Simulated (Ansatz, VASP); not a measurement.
# Hf4C: VASP beside Ansatz

```
Hf C
1.0
     0.00000    4.62524    4.62524
     4.62524    0.00000    4.62524
     4.62524    4.62524    0.00000
Hf C
4 1
Direct
  0.11788 0.11788 0.11788
  0.11788 0.11788 0.64637
  0.11788 0.64637 0.11788
  0.64637 0.11788 0.11788
  0.25000 0.25000 0.25000
```

Alike in both runs: functional PBE; k mesh 4 × 4 × 4; occupations gaussian, width 0.2 eV; no spin polarisation.

Ansatz relaxed the structure, and its values are those at the end. VASP's run is a single point on that final structure, the one shown.

|  | VASP | Ansatz |
| --- | --- | --- |
| version | VASP 6.6.1 | Ansatz 0.2.0 |
| potentials or method | VASP PAW PBE potentials, release 64 (Hf_pv, C), cutoff 600 eV | scalar-relativistic, plane waves, PAW |
| valence electrons in the cell | 44 | 108 |

Ansatz gave:

```
gap on the k mesh at the Fermi level (eV) : none
pressure (GPa)                            : -0.7
rms of the force components (eV/Å)        : 0.061
```

**Question.** Which values does VASP return?

**Answer.** gap on the k mesh at the Fermi level (eV): none; pressure (GPa): -0.9; rms of the force components (eV/Å): 0.053.

A gap of «none» marks a metal or a gap that the smearing closes. VASP's potentials hold 44 valence electrons a cell and Ansatz's 108, so a difference there can come from the potentials and not from the codes.

Spin-orbit coupling is off throughout.
